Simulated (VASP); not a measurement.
Write the native input for VASP 6.6.1 that does the following.

```
Task                    : single point
Functional              : PBEsol
Potentials or basis     : VASP PAW PBE potentials, release 64 (Li_sv, O)
Cutoff                  : 650 eV
k mesh                  : 8 × 8 × 8
Occupations             : gaussian, width 0.02 eV
Spin                    : no spin polarisation
Dipole correction       : no
k mesh for the DOS      : 12 × 12 × 12
Occupations for the DOS : tetrahedron
Further INCAR settings  : ALGO = Normal; EDIFF = 1e-06
```

Li2O:

```
CELL_PARAMETERS angstrom
0.00000 2.31301 2.31301
2.31301 0.00000 2.31301
2.31301 2.31301 0.00000
ATOMIC_POSITIONS crystal
Li 0.75000 0.75000 0.75000
Li 0.25000 0.25000 0.25000
O 0.00000 0.00000 0.00000
```

The input as run:

POSCAR

```
Li2O
1.0
    0.0000000000      2.3130104653      2.3130104653
    2.3130104653      0.0000000000      2.3130104653
    2.3130104653      2.3130104653      0.0000000000
Li O
2 1
Direct
    0.7500000000      0.7500000000      0.7500000000
    0.2500000000      0.2500000000      0.2500000000
    0.0000000000      0.0000000000      0.0000000000
```

INCAR.step1

```
SYSTEM = Li2O
  PREC = Accurate
  ENCUT = 650
  EDIFF = 1E-6
  ISMEAR = 0
  SIGMA = 0.02
  LREAL = .False.
  LASPH = .True.
  NELM = 120
  ALGO = Normal
  ISIF = 2
  LWAVE = .False.
  LCHARG = .True.
  GGA = PS
  NBANDS = 13
  GGA_COMPAT = .False.
  NEDOS = 2001
  LORBIT = 11
```

KPOINTS.step1

```
Automatic mesh
0
Gamma
  8 8 8
  0 0 0
```

INCAR.step2

```
SYSTEM = Li2O
  PREC = Accurate
  ENCUT = 650
  EDIFF = 1E-6
  ISMEAR = -5
  SIGMA = 0.02
  LREAL = .False.
  LASPH = .True.
  NELM = 120
  ALGO = Normal
  ISIF = 2
  LWAVE = .False.
  LCHARG = .False.
  GGA = PS
  LORBIT = 10
  NEDOS = 1001
  ICHARG = 11
  GGA_COMPAT = .False.
```

KPOINTS.step2

```
Automatic mesh
0
Gamma
  12 12 12
  0 0 0
```

Potentials or basis: VASP PAW PBE potentials, release 64 (Li_sv, O).

The run is started by

```sh
$ cat potpaw_PBE.64/Li_sv/POTCAR potpaw_PBE.64/O/POTCAR > POTCAR
$ cp INCAR.step1 INCAR
$ cp KPOINTS.step1 KPOINTS
$ mpirun -np 1 vasp_std > vasp.out
$ cp INCAR.step2 INCAR
$ cp KPOINTS.step2 KPOINTS
$ mpirun -np 1 vasp_std > vasp.out
```

It gave:

```
Valence electrons inside the program's atomic spheres : Li 2.13; O 5.01
```

Run time: 33 s on 1 thread of Intel Xeon 8259CL, with other jobs on the host, peak memory 0.15 GiB.
